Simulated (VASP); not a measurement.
Set up this calculation in VASP 6.6.1, as the native input.

* Task: single point
* Functional: PBE
* Potentials or basis: VASP PAW PBE potentials, release 64 (Zn, Cu)
* Cutoff: 520 eV
* k mesh: 10 × 10 × 10
* Occupations: methfessel-paxton, width 0.1 eV
* Spin: no spin polarisation
* Dipole correction: no
* Further INCAR settings: ALGO = Normal; EDIFF = 1e-06; NBANDS = 18

The structure of ZnCu lies in POSCAR:

```
ZnCu
1.0
    2.9450000000      0.0000000000      0.0000000000
    0.0000000000      2.9450000000      0.0000000000
    0.0000000000      0.0000000000      2.9450000000
Zn Cu
1 1
Direct
    0.5000000000      0.5000000000      0.5000000000
    0.0000000000      0.0000000000      0.0000000000
```

The input as run:

INCAR

```
ALGO = Normal
EDIFF = 1E-6
ENCUT = 520
GGA = PE
ISIF = 2
ISMEAR = 1
LASPH = T
LCHARG = T
LELF = T
LREAL = F
LVHAR = T
LWAVE = F
NBANDS = 18
NELM = 80
PREC = Accurate
SIGMA = 0.1
```

KPOINTS

```
k-points
0
Gamma
  10 10 10
```

Potentials or basis: VASP PAW PBE potentials, release 64 (Zn, Cu).

Command:

```console
$ cat potpaw_PBE.64/Zn/POTCAR potpaw_PBE.64/Cu/POTCAR > POTCAR
$ mpirun -np 1 vasp_std > vasp.out
```

It gave:

- Pressure: 2.9 GPa

Wall time 12 s on 1 thread of Intel Xeon 6975P-C (shared host), peak memory 0.16 GiB.
